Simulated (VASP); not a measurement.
# Si (R-3m) in VASP: notebook, part 2 of 2

VASP 6.6.1.

### 3 Single point, LDA (equal xy, yz and zx shear strains of +2 %)

Input file INCAR:

```
SYSTEM = Si
  ALGO = Normal
  EDIFF = 1E-6
  ENCUT = 520
  GGA = CA
  ISIF = 2
  ISMEAR = -1
  LASPH = .True.
  LCHARG = .False.
  LREAL = .False.
  LWAVE = .False.
  NBANDS = 11
  NELM = 80
  PREC = Accurate
  SIGMA = 0.08
```

Input file KPOINTS:

```
k-points
0
Gamma
  12 12 12
  0 0 0
```

Input file POSCAR:

```
Si
1.0
    0.0543094000      2.7426247000      2.7426247000
    2.7426247000      0.0543094000      2.7426247000
    2.7426247000      2.7426247000      0.0543094000
Si
2
Direct
    0.5000000000      0.5000000000      0.5000000000
    0.7500000000      0.7500000000      0.7500000000
```

Potentials or basis: VASP PAW LDA potentials, release 64 (Si).

On the command line:

```bash
$ cat potpaw_LDA.64/Si/POTCAR > POTCAR
$ mpirun -np 1 vasp_std > vasp.out
```

OUTCAR:

```text
SYSTEM = Si
   EDIFF = 1E-6
   ENCUT = 520
   GGA = CA
   ISIF = 2
   ISMEAR = -1
   LASPH = .True.
   LREAL = .False.
   NELM = 80
   PREC = Accurate

 ion  position               nearest neighbor table
   1  0.500  0.500  0.500-   2 2.34   2 2.34   2 2.34   2 2.40
   2  0.750  0.750  0.750-   1 2.34   1 2.34   1 2.34   1 2.40

  LATTYP: Found a trigonal (rhomboedric) cell.
 ALAT       =     3.8790372518
 COS(alpha) =     0.5197000882

  Lattice vectors:

 A1 = (   0.0543094000,   2.7426247000,   2.7426247000)
 A2 = (   2.7426247000,   0.0543094000,   2.7426247000)
 A3 = (   2.7426247000,   2.7426247000,   0.0543094000)

Analysis of symmetry for initial positions (statically):
=====================================================================
 Subroutine PRICEL returns:
 Original cell was already a primitive cell.

 Routine SETGRP: Setting up the symmetry group for a
 trigonal (rhombohedral) supercell.

 Subroutine GETGRP returns: Found 12 space group operations
 (whereof  6 operations were pure point group operations)
 out of a pool of 12 trial point group operations.

The static configuration has the point symmetry C_3v.
 The point group associated with its full space group is D_3d.

Analysis of symmetry for dynamics (positions and initial velocities):
=====================================================================
 Subroutine PRICEL returns:
 Original cell was already a primitive cell.

 Routine SETGRP: Setting up the symmetry group for a
 trigonal (rhombohedral) supercell.

 Subroutine GETGRP returns: Found 12 space group operations
 (whereof  6 operations were pure point group operations)
 out of a pool of 12 trial point group operations.

The dynamic configuration has the point symmetry C_3v.
 The point group associated with its full space group is D_3d.

 Subroutine INISYM returns: Found 12 space group operations
 (whereof  6 operations are pure point group operations),
 and found     1 'primitive' translations

----------------------------------------------------------------------------------------

[... 120 lines left out ...]
   IVDW    =     0    specifies the selected vdW correction
   LEPSILON=     F    determine dielectric tensor
   LRPA    =     F    only Hartree local field effects (RPA)
 non-spin polarized calculation
  energy-cutoff  :      520.00
  volume of cell :       40.03
 maximum number of plane-waves:      1091
 NGX is ok and might be reduce to    30
   NGX = 15   NGY = 15   NGZ = 15

 number of electron       8.0000000 magnetization

 Free energy of the ion-electron system (eV)
  ---------------------------------------------------
  ext. energy  EPLUGINS =         0.00000000
  ---------------------------------------------------
  free energy    TOTEN  =       -11.90252455 eV

  energy without entropy =      -11.90196819  energy(sigma->0) =      -11.90224637

 E-fermi :   5.9874     XC(G=0):  -9.6064

 val. band max:        5.7977907165   @ k =   0.0000   0.0000   0.0000
 cond. band min:       6.2244038250   @ k =   0.4167   0.4167  -0.0000
 fundamental gap:      0.4266131086
 Fermi energy:         5.9874461335

 k-point     1 :       0.0000    0.0000    0.0000
  band No.  band energies     occupation
      1      -6.1903      2.00000
      2       5.7145      1.93614
      3       5.7978      1.82913
      4       5.7978      1.82913
      5       7.8891      0.00000
      6       8.4472      0.00000
      7       8.4472      0.00000
      8       9.0933      0.00000
      9      13.4650      0.00000
     10      13.5065      0.00000
     11      13.5065      0.00000
[... 309 lines left out ...]
 k-point    24 :      -0.4167    0.1667    0.0000
  band No.  band energies     occupation
      1      -3.5044      2.00000
      2      -1.0375      2.00000
      3       2.7377      2.00000
      4       4.1242      2.00000
      5       7.7827      0.00000
      6       9.6934      0.00000
      7      10.0467      0.00000
      8      13.8908      0.00000
      9      13.9427      0.00000
     10      14.5683      0.00000
     11      16.8158      0.00000

 [... further k-points ...]

------------------------ aborting loop because EDIFF is reached ----------------------------------------

  FORCE on cell =-STRESS in cart. coord.  units (eV):
  Direction    XX          YY          ZZ          XY          YZ          ZX
  --------------------------------------------------------------------------------------
  -------------------------------------------------------------------------------------
  Total       -0.3304215     -0.3304215     -0.3304215     -0.4843687     -0.4843687     -0.4843687
  in kB      -13.2234039    -13.2234039    -13.2234039    -19.3843432    -19.3843432    -19.3843432
  external PRESSURE =     -13.2234039 kB  Pullay stress =       0.0000000 kB

 VOLUME and BASIS-vectors are now :
 -----------------------------------------------------------------------------
  energy-cutoff  :      520.00
  volume of cell :       40.03
      direct lattice vectors                 reciprocal lattice vectors
     0.054309400  2.742624700  2.742624700    -0.187813521  0.184166656  0.184166656
     2.742624700  0.054309400  2.742624700     0.184166656 -0.187813521  0.184166656
     2.742624700  2.742624700  0.054309400     0.184166656  0.184166656 -0.187813521

 POSITION                                       TOTAL-FORCE (eV/Angst)
 -----------------------------------------------------------------------------------
      2.76978      2.76978      2.76978         0.167804      0.167804      0.167804
      4.15467      4.15467      4.15467        -0.167804     -0.167804     -0.167804
 -----------------------------------------------------------------------------------
    total drift:                                0.000000     -0.000000     -0.000000

  FREE ENERGIE OF THE ION-ELECTRON SYSTEM (eV)
  ---------------------------------------------------
  free  energy   TOTEN  =       -11.9025245492 eV

  energy  without entropy=      -11.9019681894  energy(sigma->0) =      -11.90224637
```

OSZICAR:

```text
N       E                     dE             d eps       ncg     rms          rms(c)
DAV:   1     0.769290955898E+01    0.76929E+01   -0.33187E+03  4166   0.590E+02
DAV:   2    -0.115654190784E+02   -0.19258E+02   -0.18389E+02  5546   0.872E+01
DAV:   3    -0.121618606681E+02   -0.59644E+00   -0.59481E+00  5323   0.136E+01
DAV:   4    -0.121667201310E+02   -0.48595E-02   -0.48589E-02  5066   0.155E+00
DAV:   5    -0.121667715584E+02   -0.51427E-04   -0.51426E-04  5307   0.147E-01    0.502E+00
DAV:   6    -0.119846735428E+02    0.18210E+00   -0.10565E-01  4816   0.130E+00    0.299E+00
DAV:   7    -0.119023863208E+02    0.82287E-01   -0.18740E-01  4842   0.178E+00    0.235E-01
DAV:   8    -0.119025534450E+02   -0.16712E-03   -0.86972E-03  4767   0.521E-01    0.988E-02
DAV:   9    -0.119025183129E+02    0.35132E-04   -0.29236E-04  5125   0.922E-02    0.653E-02
DAV:  10    -0.119025246452E+02   -0.63324E-05   -0.20084E-05  4883   0.264E-02    0.699E-03
DAV:  11    -0.119025245492E+02    0.96011E-07   -0.22289E-06  4848   0.742E-03
   1 F= -.11902525E+02 E0= -.11902246E+02  d E =-.556360E-03
```

stdout:

```text
POSCAR found type information on POSCAR Si
 POSCAR found :  1 types and       2 ions
 scaLAPACK will be used
 LDA part: xc-table for (Slater(with rela. corr.)+CA(PZ))
 , standard interpolation
 POSCAR, INCAR and KPOINTS ok, starting setup
 FFT: planning ... GRIDC
 FFT: planning ... GRID_SOFT
 FFT: planning ... GRID
 WAVECAR not read
 entering main loop
```

It took 1.7 min on 1 thread of AMD EPYC 7R13, shared host; peak memory 0.16 GiB.

Results:

```
Free energy            : -11.9025 eV
Pressure               : -1.3 GPa
Largest force          : 0.291 eV/Å
Band gap on the k mesh : 0.43 eV (least direct gap 2.09 eV)
```

Forces in eV/Å, atoms in the order of the input:
```
Si   0.168  0.168  0.168
Si  -0.168 -0.168 -0.168
```

Levels at points of the mesh, in eV from the valence-band top:
```tsv
k point	band 2	band 3	band 4	band 5	band 6	band 7
(0.00, 0.00, 0.00)	-0.08	0.00	0.00	2.09	2.65	2.65
(0.50, 0.00, 0.00)	-7.03	-1.27	-1.26	1.30	3.07	3.41
(0.50, 0.50, 0.00)	-7.76	-2.98	-2.78	0.47	0.69	9.87
(0.50, 0.50, 0.50)	-6.97	-1.08	-1.08	1.68	3.36	3.36
```

Caveat: the cell differs from its parent crystal (equal xy, yz and zx shear strains of +2 %). A k mesh can miss the band edges.
